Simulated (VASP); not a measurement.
Zr7B: single point with PBE

Zr7B:

```xyz
8
Lattice="3.3058 0.0000 0.0000 -1.6529 2.8629 0.0000 0.0000 0.0000 18.3219" Properties=species:S:1:pos:R:3 pbc="T T T"
Zr    1.6529    0.9543   16.9616
Zr    0.0000    1.9086    1.3604
Zr    1.6529    0.9543    4.1025
Zr    0.0000    1.9086    6.6036
Zr    0.0000    1.9086   14.2195
Zr    1.6529    0.9543   11.7183
Zr    0.0000    0.0000    9.1610
B     0.0000    0.0000    0.0000
```

| Quantity | Value |
| --- | --- |
| Program | VASP 6.6.1 |
| Task | single point |
| Functional | PBE |
| Potentials or basis | VASP PAW PBE potentials, release 64 (Zr_sv, B) |
| Cutoff | 520 eV |
| k mesh | 12 × 12 × 2 |
| Occupations | gaussian, width 0.1 eV |
| Spin | no spin polarisation |

The pressure is 0.0 GPa, the largest force is 0.009 eV/Å and the band gap on the k mesh is zero (an odd number of electrons rules out a gap without spin polarisation).

Forces in eV/Å, atoms in the order of the input:
```
Zr   0.000  0.000 -0.009
Zr   0.000  0.000  0.009
Zr   0.000  0.000  0.000
Zr   0.000  0.000  0.000
Zr   0.000  0.000  0.000
Zr   0.000  0.000  0.000
Zr   0.000  0.000  0.000
B    0.000  0.000  0.000
```

Levels at points of the mesh, in eV from the Fermi level:
| k point | band 40 | band 41 | band 42 | band 43 | band 44 | band 45 | band 46 | band 47 | band 48 | band 49 |
| --- | --- | --- | --- | --- | --- | --- | --- | --- | --- | --- |
| (0.00, 0.00, 0.00) | 0.59 | 0.70 | 0.70 | 0.75 | 0.79 | 0.80 | 0.80 | 0.94 | 0.94 | 1.14 |
| (0.50, 0.00, 0.00) | -0.72 | -0.53 | -0.31 | -0.22 | 0.29 | 0.59 | 0.62 | 0.78 | 1.24 | 1.31 |
| (0.00, 0.00, 0.50) | 0.48 | 0.58 | 0.71 | 0.71 | 0.82 | 0.82 | 0.91 | 0.91 | 1.04 | 1.09 |
| (0.50, 0.00, 0.50) | -0.87 | -0.60 | -0.53 | -0.04 | 0.27 | 0.66 | 0.73 | 0.84 | 1.10 | 1.11 |

Run time: 39 min on 1 thread of Intel Xeon 8259CL, on a shared host, peak memory 0.48 GiB.
